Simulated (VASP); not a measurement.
CdS: single point with PBE

CdS:

```
Cd S
1.0
     0.00000    2.91352    2.94295
     2.91352    0.00000    2.94295
     2.91352    2.91352    0.00000
Cd S
1 1
Direct
  0.00000 0.00000 0.00000
  0.75000 0.75000 0.75000
```

This cell differs from its parent crystal: equal xx and yy strain of -1 %.

```
Program             : VASP 6.6.1
Task                : single point
Functional          : PBE
Potentials or basis : VASP PAW PBE potentials, release 64 (Cd, S)
Cutoff              : 520 eV
k mesh              : 7 × 7 × 7
Occupations         : fermi-dirac, width 0.02 eV
Spin                : no spin polarisation
```

```json
{
  "Pressure": "2.7 GPa",
  "Band gap on the k mesh": "1.12 eV, direct"
}
```

Stress tensor (GPa, compression positive):
```
2.80 0.00 0.00
0.00 2.80 0.00
0.00 0.00 2.62
```

Levels at points of the mesh, in eV from the valence-band top:
| k point | band 7 | band 8 | band 9 | band 10 | band 11 | band 12 |
| --- | --- | --- | --- | --- | --- | --- |
| (0.00, 0.00, 0.00) | -0.03 | 0.00 | 0.00 | 1.12 | 6.54 | 6.54 |

Wall time 17 s on 1 thread of Intel(R) Xeon(R) 6975P-C (Granite Rapids), on a shared host, peak memory 0.18 GiB.

Caveat: the cell differs from its parent crystal (equal xx and yy strain of -1 %).
